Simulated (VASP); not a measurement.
# PtSe2 (P-3m1) in VASP: settings compared

The runs below take PtSe2 through single point, with revPBE, RPBE.

All numbers are computed with VASP 6.6.1; they aren't measurements. Logs are shortened: lines on timing, memory, paths and dates and some standing lists are left out, and cuts for length are marked.

### 1 The cell of the first run

It takes space group P-3m1 (No. 164, trigonal). The conventional cell has a = 3.724 Å, b = 3.724 Å, c = 5.062 Å, α = 90.00°, β = 90.00°, γ = 120.00°. Pt (site symmetry -3m) has 6 Se at 2.49 Å within 3.3 Å. Within 3.4 Å of Se (site symmetry 3m) lie 3 Pt at 2.49 Å and 6 Se at 3.32 Å.

### 2 Single point, revPBE

The input, INCAR:

```
  PREC = Accurate
  ENCUT = 520
  EDIFF = 1E-6
  ISMEAR = -1
  SIGMA = 0.3
  LREAL = False
  LASPH = True
  NELM = 100
  ALGO = Normal
  ISIF = 2
  LWAVE = False
  LCHARG = False
  GGA = RE
  NBANDS = 18
  ISYM = 0
```

The input, KPOINTS:

```
Automatic mesh
0
Gamma
  6 6 4
  0.5 0.5 0.5
```

The input, POSCAR:

```
PtSe2
1.0
    3.7240000000      0.0000000000      0.0000000000
   -1.8620000000      3.2250790000      0.0000000000
    0.0000000000      0.0000000000      5.0620000000
Pt Se
1 2
Direct
    0.0000000000      0.0000000000      0.0000000000
    0.3333333333      0.6666666667      0.2500000000
    0.6666666667      0.3333333333      0.7500000000
```

Potentials or basis: VASP PAW PBE potentials, release 64 (Pt, Se).

On the command line:

```bash
$ cat potpaw_PBE.64/Pt/POTCAR potpaw_PBE.64/Se/POTCAR > POTCAR
$ mpirun -np 1 vasp_std > vasp.out
```

OUTCAR:

```text
PREC = Accurate
   ENCUT = 520
   EDIFF = 1E-6
   ISMEAR = -1
   LREAL = False
   LASPH = True
   NELM = 100
   ISIF = 2
   GGA = RE
   ISYM = 0

 ion  position               nearest neighbor table
   1  0.000  0.000  0.000-   2 2.49   3 2.49   3 2.49   2 2.49   3 2.49   2 2.49
   2  0.333  0.667  0.250-   1 2.49   1 2.49   1 2.49
   3  0.667  0.333  0.750-   1 2.49   1 2.49   1 2.49

IMPORTANT INFORMATION: All symmetrisations will be switched off!
NOSYMM: (Re-)initialisation of all symmetry stuff for point group C_1.

----------------------------------------------------------------------------------------

                                     Primitive cell

  volume of cell :      60.7956

  direct lattice vectors                    reciprocal lattice vectors
     3.724000000  0.000000000  0.000000000     0.268528464  0.155034962  0.000000000
    -1.862000000  3.225079000  0.000000000     0.000000000  0.310069924  0.000000000
     0.000000000  0.000000000  5.062000000     0.000000000  0.000000000  0.197550375

  length of vectors
     3.724000000  3.724000343  5.062000000     0.310069952  0.310069924  0.197550375

  position of ions in fractional coordinates (direct lattice)
     0.000000000  0.000000000  0.000000000
     0.333333333  0.666666667  0.250000000
     0.666666667  0.333333333  0.750000000

  ion indices of the primitive-cell ions
   primitive index   ion index
                 1           1
                 2           2
                 3           3

----------------------------------------------------------------------------------------

 KPOINTS: Automatic mesh

Automatic generation of k-mesh.
 Grid dimensions read from file:
 generate k-points for:    6    6    4

 Generating k-lattice:

  Cartesian coordinates                     Fractional coordinates (reciprocal lattice)
     0.044754744  0.025839160  0.000000000     0.166666667 -0.000000000  0.000000000
     0.000000000  0.051678321  0.000000000     0.000000000  0.166666667  0.000000000
     0.000000000  0.000000000  0.049387594     0.000000000  0.000000000  0.250000000

  Length of vectors
     0.051678325  0.051678321  0.049387594

  Shift w.r.t. Gamma in fractional coordinates (k-lattice)
     0.500000000  0.500000000  0.500000000

 Subroutine IBZKPT returns following result:
 ===========================================
[... 38 lines left out ...]
 SYSTEM =  unknown system
   PREC   = accura    normal or accurate (medium, high low for compatibility)
   ISTART =      0    job   : 0-new  1-cont  2-samecut
   ICHARG =      2    charge: 1-file 2-atom 10-const
   ISPIN  =      1    spin polarized calculation?
   LNONCOLLINEAR =      F non collinear calculations
   LSORBIT =      F    spin-orbit coupling
   LASPH  =      T    aspherical Exc in radial PAW
   ENCUT  =  520.0 eV  38.22 Ry    6.18 a.u.   6.92  6.92  9.41*2*pi/ulx,y,z
   NELM   =    100;   NELMIN=  2; NELMDL= -5     # of ELM steps
   EDIFF  = 0.1E-05   stopping-criterion for ELM
   LREAL  =      F    real-space projection
   EDIFFG = 0.1E-04   stopping-criterion for IOM
   NSW    =      0    number of steps for IOM
   IBRION =     -1    ionic relax: 0-MD 1-quasi-New 2-CG
   NFREE  =      0    steps in history (QN), initial steepest desc. (CG)
   ISIF   =      2    stress and relaxation
   ISYM   =      0    0-nonsym 1-usesym 2-fastsym
   POTIM  = 0.5000    time-step for ionic-motion
   TEBEG  =    0.0;   TEEND  =   0.0 temperature during run
   PSTRESS=    0.0 pullay stress
   NELECT =      22.0000    total number of electrons
   NUPDOWN=      -1.0000    fix difference up-down
   EMIN   =  10.00;   EMAX   =-10.00  energy-range for DOS
   EFERMI =   0.00;   METHOD = LEGACY
   ISMEAR =    -1;   SIGMA  =   0.30  broadening in eV -4-tet -1-fermi 0-gaus
   EFERMI_NEDOS =   21; number of points for ismear=-14 and -15
   IALGO  =     38    algorithm
   IMIX   =      4    mixing-type and parameters
     AMIX     =   0.40;   BMIX     =  1.00
     AMIX_MAG =   1.60;   BMIX_MAG =  1.00
  volume/ion in A,a.u.               =      20.27       136.76
  Fermi-wavevector in a.u.,A,eV,Ry     =   1.166608  2.204570 18.517183  1.360975
  Thomas-Fermi vector in A             =   2.303119
   LORBIT       =      0    0 simple, 1 ext, 2 COOP (PROOUT), +10 PAW based schemes
   GGA     = RE    functional components
   LHFCALC =     F    Hartree Fock is set to
   AEXX    =    0.0000 exact exchange contribution
   IVDW    =     0    specifies the selected vdW correction
   LEPSILON=     F    determine dielectric tensor
   LRPA    =     F    only Hartree local field effects (RPA)
 non-spin polarized calculation
  energy-cutoff  :      520.00
  volume of cell :       60.80
 maximum number of plane-waves:      1648
   NGX = 13   NGY = 13   NGZ = 19

 number of electron      21.9999999 magnetization

 Free energy of the ion-electron system (eV)
  ---------------------------------------------------
  ext. energy  EPLUGINS =         0.00000000
  ---------------------------------------------------
  free energy    TOTEN  =       -13.09828553 eV

  energy without entropy =      -12.82310632  energy(sigma->0) =      -12.96069592

 E-fermi :   6.4700     XC(G=0): -10.5545

 val. band max:        6.3544407927   @ k =  -0.1667   0.0833   0.1250
 cond. band min:       6.5234292352   @ k =  -0.0833   0.0833   0.1250
 fundamental gap:      0.1689884425
 Fermi energy:         6.4699662179

 k-point     1 :       0.0833    0.0833    0.1250
  band No.  band energies     occupation
      1      -8.8162      2.00000
      2      -6.5061      2.00000
      3      -0.2547      2.00000
      4       0.2704      2.00000
      5       0.4072      2.00000
      6       2.2935      2.00000
[... 481 lines left out ...]
      5       1.0861      2.00000
      6       2.2221      2.00000
[... 10 lines left out ...]
     17      15.4501      0.00000
     18      16.8933      0.00000

 [... further k-points ...]
[... 5 lines left out ...]
  --------------------------------------------------------------------------------------
  -------------------------------------------------------------------------------------
  Total        3.8727947      3.8727896      2.9896753      0.0000018     -0.0000019     -0.0000011
  in kB      102.0617215    102.0615869     78.7884278      0.0000483     -0.0000488     -0.0000284
  external PRESSURE =      94.3039121 kB  Pullay stress =       0.0000000 kB

 VOLUME and BASIS-vectors are now :
 -----------------------------------------------------------------------------
  energy-cutoff  :      520.00
  volume of cell :       60.80
      direct lattice vectors                 reciprocal lattice vectors
     3.724000000  0.000000000  0.000000000     0.268528464  0.155034962  0.000000000
    -1.862000000  3.225079000  0.000000000     0.000000000  0.310069924  0.000000000
     0.000000000  0.000000000  5.062000000     0.000000000  0.000000000  0.197550375

 POSITION                                       TOTAL-FORCE (eV/Angst)
 -----------------------------------------------------------------------------------
      0.00000      0.00000      0.00000        -0.000000      0.000000      0.000001
     -0.00000      2.15005      1.26550         0.000000     -0.000001      0.703650
      1.86200      1.07503      3.79650        -0.000000      0.000001     -0.703652
 -----------------------------------------------------------------------------------
    total drift:                               -0.000000      0.000000      0.000002

  FREE ENERGIE OF THE ION-ELECTRON SYSTEM (eV)
  ---------------------------------------------------
  free  energy   TOTEN  =       -13.0982855279 eV

  energy  without entropy=      -12.8231063190  energy(sigma->0) =      -12.96069592
```

OSZICAR:

```text
N       E                     dE             d eps       ncg     rms          rms(c)
DAV:   1     0.112317469162E+03    0.11232E+03   -0.10105E+04  7872   0.108E+03
DAV:   2    -0.870411063079E+01   -0.12102E+03   -0.11704E+03  9544   0.212E+02
DAV:   3    -0.137469867113E+02   -0.50429E+01   -0.49938E+01  9580   0.431E+01
DAV:   4    -0.137855726329E+02   -0.38586E-01   -0.38568E-01  9642   0.408E+00
DAV:   5    -0.137859847842E+02   -0.41215E-03   -0.41214E-03  9408   0.411E-01    0.132E+01
DAV:   6    -0.132871926913E+02    0.49879E+00   -0.37031E+00  8056   0.178E+01    0.827E+00
DAV:   7    -0.131126143884E+02    0.17458E+00   -0.72213E-01  7946   0.846E+00    0.421E+00
DAV:   8    -0.130999432666E+02    0.12671E-01   -0.44853E-02  8620   0.155E+00    0.753E-01
DAV:   9    -0.130979492043E+02    0.19941E-02   -0.71811E-03  8890   0.832E-01    0.162E-01
DAV:  10    -0.130982725016E+02   -0.32330E-03   -0.13135E-03  8954   0.227E-01    0.527E-02
DAV:  11    -0.130982780739E+02   -0.55723E-05   -0.51057E-05 10230   0.585E-02    0.299E-02
DAV:  12    -0.130982848894E+02   -0.68155E-05   -0.18519E-05  8294   0.286E-02    0.455E-03
DAV:  13    -0.130982855279E+02   -0.63850E-06   -0.16377E-06  8434   0.843E-03
   1 F= -.13098286E+02 E0= -.12960696E+02  d E =-.275179E+00
```

Wall time 5.8 min (1 thread of Intel Xeon 8259CL, shared host); peak memory 0.36 GiB.

What came out:

```yaml
Free_energy: -13.0983 eV
Pressure: 9.4 GPa
Largest_force: 0.704 eV/Å
```

Forces in eV/Å, atoms in the order of the input:
```
Pt   0.000  0.000  0.000
Se   0.000  0.000  0.704
Se   0.000  0.000 -0.704
```

Caveat: the cell stands under pressure; so wide a smearing shifts energies and pressures; the PAW data sets were made with another functional, which shifts forces and pressure a little; spin-orbit coupling is left out, which moves the levels of the heavy elements.

### 3 Single point, RPBE

The input, INCAR:

```
SYSTEM = PtSe2
PREC     = Accurate       ! precision mode
ENCUT    = 520            ! plane-wave cutoff, eV
EDIFF    = 1E-6           ! SCF threshold, eV
ISMEAR   = -1             ! smearing method
SIGMA    = 0.3            ! smearing width, eV
LREAL    = .FALSE.        ! projectors in reciprocal space
LASPH    = .TRUE.         ! aspherical terms in the spheres
NELM     = 80             ! most SCF steps
ALGO     = Normal         ! electronic algorithm
ISIF     = 2              ! what is computed and relaxed
LWAVE    = .FALSE.        ! write WAVECAR
LCHARG   = .FALSE.        ! write CHGCAR
GGA      = RP             ! functional
NBANDS   = 18             ! bands
ISYM     = 0
```

KPOINTS is that of step 2.

POSCAR is that of step 2.

Potentials or basis: VASP PAW PBE potentials, release 64 (Pt, Se).

On the command line:

```bash
$ cat potpaw_PBE.64/Pt/POTCAR potpaw_PBE.64/Se/POTCAR > POTCAR
$ mpirun -np 1 vasp_std > vasp.out
```

OUTCAR:

```text
SYSTEM = PtSe2
   PREC = Accurate
   ENCUT = 520
   EDIFF = 1E-6
   ISMEAR = -1
   LREAL = .FALSE.
   LASPH = .TRUE.
   NELM = 80
   ISIF = 2
   GGA = RP
   ISYM = 0

 ion  position               nearest neighbor table
   1  0.000  0.000  0.000-   2 2.49   3 2.49   3 2.49   2 2.49   3 2.49   2 2.49
   2  0.333  0.667  0.250-   1 2.49   1 2.49   1 2.49
   3  0.667  0.333  0.750-   1 2.49   1 2.49   1 2.49

IMPORTANT INFORMATION: All symmetrisations will be switched off!
NOSYMM: (Re-)initialisation of all symmetry stuff for point group C_1.

----------------------------------------------------------------------------------------

                                     Primitive cell

  volume of cell :      60.7956

  direct lattice vectors                    reciprocal lattice vectors
     3.724000000  0.000000000  0.000000000     0.268528464  0.155034962  0.000000000
    -1.862000000  3.225079000  0.000000000     0.000000000  0.310069924  0.000000000
     0.000000000  0.000000000  5.062000000     0.000000000  0.000000000  0.197550375

  length of vectors
     3.724000000  3.724000343  5.062000000     0.310069952  0.310069924  0.197550375

  position of ions in fractional coordinates (direct lattice)
     0.000000000  0.000000000  0.000000000
     0.333333333  0.666666667  0.250000000
     0.666666667  0.333333333  0.750000000

  ion indices of the primitive-cell ions
   primitive index   ion index
                 1           1
                 2           2
                 3           3

----------------------------------------------------------------------------------------

 KPOINTS: Automatic mesh

Automatic generation of k-mesh.
 Grid dimensions read from file:
 generate k-points for:    6    6    4

[... 71 lines left out ...]
   POTIM  = 0.5000    time-step for ionic-motion
   TEBEG  =    0.0;   TEEND  =   0.0 temperature during run
   PSTRESS=    0.0 pullay stress
   NELECT =      22.0000    total number of electrons
   NUPDOWN=      -1.0000    fix difference up-down
   EMIN   =  10.00;   EMAX   =-10.00  energy-range for DOS
   EFERMI =   0.00;   METHOD = LEGACY
   ISMEAR =    -1;   SIGMA  =   0.30  broadening in eV -4-tet -1-fermi 0-gaus
   EFERMI_NEDOS =   21; number of points for ismear=-14 and -15
   IALGO  =     38    algorithm
   IMIX   =      4    mixing-type and parameters
     AMIX     =   0.40;   BMIX     =  1.00
     AMIX_MAG =   1.60;   BMIX_MAG =  1.00
  volume/ion in A,a.u.               =      20.27       136.76
  Fermi-wavevector in a.u.,A,eV,Ry     =   1.166608  2.204570 18.517183  1.360975
  Thomas-Fermi vector in A             =   2.303119
   LORBIT       =      0    0 simple, 1 ext, 2 COOP (PROOUT), +10 PAW based schemes
   GGA     = RP    functional components
   LHFCALC =     F    Hartree Fock is set to
   AEXX    =    0.0000 exact exchange contribution
   IVDW    =     0    specifies the selected vdW correction
   LEPSILON=     F    determine dielectric tensor
   LRPA    =     F    only Hartree local field effects (RPA)
 non-spin polarized calculation
  energy-cutoff  :      520.00
  volume of cell :       60.80
 maximum number of plane-waves:      1648
   NGX = 13   NGY = 13   NGZ = 19

 number of electron      21.9999999 magnetization

 Free energy of the ion-electron system (eV)
  ---------------------------------------------------
  ext. energy  EPLUGINS =         0.00000000
  ---------------------------------------------------
  free energy    TOTEN  =       -12.88435155 eV

  energy without entropy =      -12.61056653  energy(sigma->0) =      -12.74745904

 E-fermi :   6.5001     XC(G=0): -10.5210

 val. band max:        6.3808615568   @ k =   0.1667  -0.0833   0.1250
 cond. band min:       6.5501215197   @ k =  -0.0833   0.0833   0.1250
 fundamental gap:      0.1692599629
 Fermi energy:         6.5001109202

 k-point     1 :       0.0833    0.0833    0.1250
  band No.  band energies     occupation
      1      -8.7822      2.00000
      2      -6.4722      2.00000
      3      -0.2246      2.00000
      4       0.2976      2.00000
      5       0.4349      2.00000
      6       2.3196      2.00000
[... 481 lines left out ...]
      5       1.1155      2.00000
      6       2.2496      2.00000
[... 10 lines left out ...]
     17      15.4877      0.00000
     18      16.9358      0.00000

 [... further k-points ...]
[... 5 lines left out ...]
  --------------------------------------------------------------------------------------
  -------------------------------------------------------------------------------------
  Total        4.1363334      4.1363286      3.2483296      0.0000021     -0.0000022     -0.0000017
  in kB      109.0068888    109.0067631     85.6048749      0.0000548     -0.0000572     -0.0000457
  external PRESSURE =     101.2061756 kB  Pullay stress =       0.0000000 kB

 VOLUME and BASIS-vectors are now :
 -----------------------------------------------------------------------------
  energy-cutoff  :      520.00
  volume of cell :       60.80
      direct lattice vectors                 reciprocal lattice vectors
     3.724000000  0.000000000  0.000000000     0.268528464  0.155034962  0.000000000
    -1.862000000  3.225079000  0.000000000     0.000000000  0.310069924  0.000000000
     0.000000000  0.000000000  5.062000000     0.000000000  0.000000000  0.197550375

 POSITION                                       TOTAL-FORCE (eV/Angst)
 -----------------------------------------------------------------------------------
      0.00000      0.00000      0.00000         0.000000      0.000000      0.000001
     -0.00000      2.15005      1.26550         0.000000     -0.000001      0.719003
      1.86200      1.07503      3.79650        -0.000000      0.000000     -0.719005
 -----------------------------------------------------------------------------------
    total drift:                                0.000000      0.000000      0.000002

  FREE ENERGIE OF THE ION-ELECTRON SYSTEM (eV)
  ---------------------------------------------------
  free  energy   TOTEN  =       -12.8843515526 eV

  energy  without entropy=      -12.6105665329  energy(sigma->0) =      -12.74745904
```

OSZICAR:

```text
N       E                     dE             d eps       ncg     rms          rms(c)
DAV:   1     0.112534467018E+03    0.11253E+03   -0.10106E+04  7872   0.108E+03
DAV:   2    -0.847602496769E+01   -0.12101E+03   -0.11703E+03  9536   0.212E+02
DAV:   3    -0.135115254346E+02   -0.50355E+01   -0.49866E+01  9590   0.430E+01
DAV:   4    -0.135500664314E+02   -0.38541E-01   -0.38523E-01  9626   0.408E+00
DAV:   5    -0.135504799641E+02   -0.41353E-03   -0.41352E-03  9404   0.412E-01    0.131E+01
DAV:   6    -0.130658601486E+02    0.48462E+00   -0.36119E+00  8058   0.177E+01    0.828E+00
DAV:   7    -0.128969535892E+02    0.16891E+00   -0.70611E-01  7944   0.837E+00    0.423E+00
DAV:   8    -0.128857334543E+02    0.11220E-01   -0.44540E-02  8616   0.156E+00    0.740E-01
DAV:   9    -0.128839386415E+02    0.17948E-02   -0.71827E-03  8936   0.832E-01    0.159E-01
DAV:  10    -0.128843317136E+02   -0.39307E-03   -0.14093E-03  8794   0.236E-01    0.547E-02
DAV:  11    -0.128843401914E+02   -0.84778E-05   -0.53550E-05 10266   0.599E-02    0.309E-02
DAV:  12    -0.128843506303E+02   -0.10439E-04   -0.25012E-05  8270   0.325E-02    0.483E-03
DAV:  13    -0.128843515526E+02   -0.92222E-06   -0.20190E-06  9252   0.926E-03
   1 F= -.12884352E+02 E0= -.12747459E+02  d E =-.273785E+00
```

Wall time 5.6 min (1 thread of Intel Xeon 8259CL, shared host); peak memory 0.36 GiB.

What came out:

```
Free energy   : -12.8844 eV
Pressure      : 10.1 GPa
Largest force : 0.719 eV/Å
```

Forces on the atoms (eV/Å):
```
Pt   0.000  0.000  0.000
Se   0.000  0.000  0.719
Se   0.000  0.000 -0.719
```

Stress tensor (GPa, compression positive):
```
10.90  0.00  0.00
 0.00 10.90  0.00
 0.00  0.00  8.56
```

Caveat: the cell stands under pressure; so wide a smearing shifts energies and pressures; the PAW data sets were made with another functional, which shifts forces and pressure a little; spin-orbit coupling is left out, which moves the levels of the heavy elements.
